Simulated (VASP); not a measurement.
AgW: single point with PBE

AgW:

```
CELL_PARAMETERS angstrom
0.00000 2.67197 2.67197
2.67197 0.00000 2.67197
2.67197 2.67197 0.00000
ATOMIC_POSITIONS crystal
Ag 0.00000 0.00000 0.00000
W 0.50000 0.50000 0.50000
```

```json
{"Program": "VASP 6.6.1", "Task": "single point", "Functional": "PBE", "Potentials or basis": "VASP PAW PBE potentials, release 64 (Ag, W_sv)", "Cutoff": "520 eV", "k mesh": "6 × 6 × 6", "Occupations": "gaussian, width 0.1 eV", "Spin": "no spin polarisation"}
```

* Pressure: -0.3 GPa
* Band gap on the k mesh: zero (an odd number of electrons rules out a gap without spin polarisation)

Levels at points of the mesh, in eV from the Fermi level:
```csv
k point,band 11,band 12,band 13,band 14,band 15,band 16
"(0.00, 0.00, 0.00)",0.69,0.69,0.69,2.29,2.29,8.73
"(0.50, 0.00, 0.00)",-1.73,-1.35,-1.35,0.78,0.78,1.63
"(0.50, 0.50, 0.00)",-0.90,0.18,1.26,1.26,2.53,3.98
```

Run time: 7.3 s on 1 thread of Intel(R) Xeon(R) 6975P-C (Granite Rapids), on a shared host, peak memory 0.15 GiB.

Caveat: spin-orbit coupling is left out, which moves the levels of the heavy elements.
